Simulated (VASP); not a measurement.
Runs of VASP 6.6.1 on CdS. The structure is that of space group F-43m (No. 216), or close to it. The cells are those of the table. 

```csv
task,level,potentials or basis,spin,cell,k mesh,cutoff (eV),smearing,grid for exact exchange (PRECFOCK),share of exact exchange,screening parameter,gap on the mesh (eV),pressure (GPa),moment (μB),relaxed volume (Å³/atom)
single point,BLYP+D3(BJ),"VASP PAW PBE potentials, release 64 (Cd, S)",off,"a = 4.148 Å, angles 60.0°, 2 atoms",8 × 8 × 8,520,fermi-dirac 0.05 eV,-,-,-,1.08,0.4,-,-
single point,PBE,"VASP PAW PBE potentials, release 64 (Cd_sv_GW, S)","non-collinear, zero start, SOC","a = 4.097 Å, angles 60.0°, 2 atoms",8 × 8 × 8,630,fermi-dirac 0.05 eV,-,-,-,-,4.1,0.00,-
single point,PBE,"VASP PAW PBE potentials, release 64 (Cd_sv_GW, S)","non-collinear, zero start, SOC","a = 4.040 Å, angles 60.0°, 2 atoms",8 × 8 × 8,630,fermi-dirac 0.05 eV,-,-,-,-,7.4,0.00,-
single point,PBE,"VASP PAW PBE potentials, release 64 (Cd, S)",off,"a = 4.125 Å, angles 60.0°, 2 atoms",8 × 8 × 8,520,gaussian 0.024 eV,-,-,-,(a),3.2,-,-
single point,revPBE+D4,"VASP PAW PBE potentials, release 64 (Cd, S)",off,"a = 4.134 Å, angles 60.0°, 2 atoms",8 × 8 × 8,520,fermi-dirac 0.05 eV,-,-,-,1.27,0.3,-,-
relaxation of cell and atoms,BLYP+D4,"VASP PAW PBE potentials, release 64 (Cd, S)",off,"relaxed from a = 4.125 Å, angles 60.0°, 2 atoms",8 × 8 × 8,600,fermi-dirac 0.05 eV,-,-,-,1.04,0.0,-,25.68
single point,PBE-based screened hybrid with 50 % exact exchange,"VASP PAW PBE potentials, release 64 (Cd, S)",off,"a = 4.125 Å, angles 60.0°, 2 atoms",4 × 4 × 4,520,fermi-dirac 0.05 eV,Normal,0.5,0.2 1/Å,3.35,1.2,-,-
relaxation of cell and atoms,revPBE+D4,"VASP PAW PBE potentials, release 64 (Cd, S)",off,"relaxed from a = 4.125 Å, angles 60.0°, 2 atoms",8 × 8 × 8,600,fermi-dirac 0.05 eV,-,-,-,1.26,0.0,-,(c)
relaxation of cell and atoms,BLYP+D3(BJ),"VASP PAW PBE potentials, release 64 (Cd, S)",off,"relaxed from a = 4.125 Å, angles 60.0°, 2 atoms",8 × 8 × 8,600,fermi-dirac 0.05 eV,-,-,-,1.06,0.0,-,25.40
single point,r2SCAN+rVV10,"VASP PAW PBE potentials, release 64 (Cd_sv_GW, S)",off,"a = 4.040 Å, angles 60.0°, 2 atoms",8 × 8 × 8,700,fermi-dirac 0.05 eV,-,-,-,(b),5.3,-,-
single point,PBE-based screened hybrid with 40 % exact exchange,"VASP PAW PBE potentials, release 64 (Cd, S)",off,"a = 4.125 Å, angles 60.0°, 2 atoms",4 × 4 × 4,520,fermi-dirac 0.05 eV,Normal,0.4,0.2 1/Å,2.88,1.5,-,-
```

Q: Estimate the missing entries.

A: (a) 1.15; (b) 1.67; (c) 25.10.

Caveats: some runs use coarse meshes; the PAW data sets were made with another functional, which shifts forces and pressure a little (at least some runs); the cell stands under pressure (at least some runs).

A k mesh can miss the band edges, and rows without SOC leave out spin-orbit coupling on Cd.

The runs don't all hold the same shells in valence.
